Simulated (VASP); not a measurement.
Input of a VASP 6.6.1 run:

POSCAR

```
AlCu3
1.0
    3.6418163312      0.0000000000      0.0000000000
    0.0000000000      3.6418163312      0.0000000000
    0.0000000000      0.0000000000      3.6418163312
Al Cu
1 3
Direct
    0.0000000000      0.0000000000      0.0000000000
    0.5000000000      0.5000000000      0.0000000000
    0.5000000000      0.0000000000      0.5000000000
    0.0000000000      0.5000000000      0.5000000000
```

Contents of INCAR.step1:

```
ALGO     = Normal         # electronic algorithm
EDIFF    = 1E-4           # SCF threshold, eV
ENCUT    = 520            # plane-wave cutoff, eV
GGA      = PE             # functional
ISMEAR   = 0              # smearing method
LASPH    = True           # aspherical terms in the spheres
LCHARG   = False          # write CHGCAR
LREAL    = False          # projectors in reciprocal space
LWAVE    = True           # write WAVECAR
NBANDS   = 26             # bands
NELM     = 80             # most SCF steps
PREC     = Accurate       # precision mode
SIGMA    = 0.1            # smearing width, eV
```

File INCAR.step2:

```
ALGO     = Normal         # electronic algorithm
EDIFF    = 1E-7           # SCF threshold, eV
ENCUT    = 520            # plane-wave cutoff, eV
ISIF     = 2              # what is computed and relaxed
ISMEAR   = 0              # smearing method
ISTART   = 1            
LASPH    = True           # aspherical terms in the spheres
LCHARG   = False          # write CHGCAR
LMIXTAU  = True         
LREAL    = False          # projectors in reciprocal space
LWAVE    = False          # write WAVECAR
METAGGA  = R2SCAN         # meta-GGA
NBANDS   = 26             # bands
NELM     = 80             # most SCF steps
PREC     = Accurate       # precision mode
SIGMA    = 0.1            # smearing width, eV
```

KPOINTS

```
k-points
0
Gamma
  12 12 12
```

Potentials or basis: VASP PAW PBE potentials, release 64 (Al, Cu).

Command:

```bash
$ cat potpaw_PBE.64/Al/POTCAR potpaw_PBE.64/Cu/POTCAR > POTCAR
$ cp INCAR.step1 INCAR
$ mpirun -np 1 vasp_std > vasp.out
$ cp INCAR.step2 INCAR
$ mpirun -np 1 vasp_std > vasp.out
```

(1) What does it give for the band gap on the k mesh?

(2) Estimate the pressure.

Results:

(1) zero (band 18 reaches 12.47 eV, above the bottom of band 19 at 6.68 eV).

(2) 0.4 GPa.

Caveat: the PAW data sets were made with another functional, which shifts forces and pressure a little.
